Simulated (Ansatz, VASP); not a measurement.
Two plane-wave programs on Co

The input INCAR:

```
ALGO = Normal
EDIFF = 1E-6
ENCUT = 520
GGA = PE
ISIF = 2
ISMEAR = 0
ISPIN = 2
LASPH = T
LCHARG = T
LELF = T
LMAXMIX = 4
LORBIT = 11
LREAL = F
LVHAR = T
LWAVE = F
MAGMOM = 1.99
NBANDS = 14
NELM = 150
PREC = Accurate
SIGMA = 0.05
```

KPOINTS

```
k-points
0
Gamma
  20 20 20
```

The input POSCAR:

```
Co
1.0
   -1.4036458714      1.4036458714      1.4036458714
    1.4036458714     -1.4036458714      1.4036458714
    1.4036458714      1.4036458714     -1.4036458714
Co
1
Direct
    0.0000000000      0.0000000000      0.0000000000
```

Input for Ansatz:

```yaml
crystal:
  lattice:
    - [-1.4036458714, 1.4036458714, 1.4036458714]
    - [1.4036458714, -1.4036458714, 1.4036458714]
    - [1.4036458714, 1.4036458714, -1.4036458714]
  atoms:
    - { symbol: Co, position: [0.0, 0.0, 0.0], spin: 1.99 }
basis:
  ecutwfc: 420
  ecutrho_ratio: 4
kpoints:
  mp_grid: { grid: [20, 20, 20] }
hamiltonian:
  xc: pbe
scf:
  occupations: { method: gaussian, width: 0.05 }
output:
  forces: true
  stress: true
  eigenvalues: true
  populations: true
magnetization:
  spin_polarized: true
```

Alike in both runs: task single point; functional PBE; k mesh 20 × 20 × 20; occupations gaussian, width 0.05 eV; collinear spin.

```csv
,VASP,Ansatz
version,VASP 6.6.1,Ansatz 0.2.0
potentials or method,"VASP PAW PBE potentials, release 64 (Co), cutoff 520 eV","scalar-relativistic, plane waves, PAW"
valence electrons in the cell,9,17
```

Ansatz gave:

```
gap on the k mesh at the Fermi level (eV)                     : none
pressure (GPa)                                                : 0.5
net moment per atom (μB)                                      : 1.74
size of the moment on the site where the two differ most (μB) : 1.81
```

**Question.** What did VASP give for the same quantities?

**Answer.** gap on the k mesh at the Fermi level (eV): none; pressure (GPa): -0.3; net moment per atom (μB): 1.72; size of the moment on the site where the two differ most (μB): 1.74.

Site moments also hang on the region over which each program counts them. A gap of «none» marks a metal or a gap that the smearing closes. VASP's potentials hold 9 valence electrons a cell and Ansatz's 17, so a difference there can come from the potentials and not from the codes.
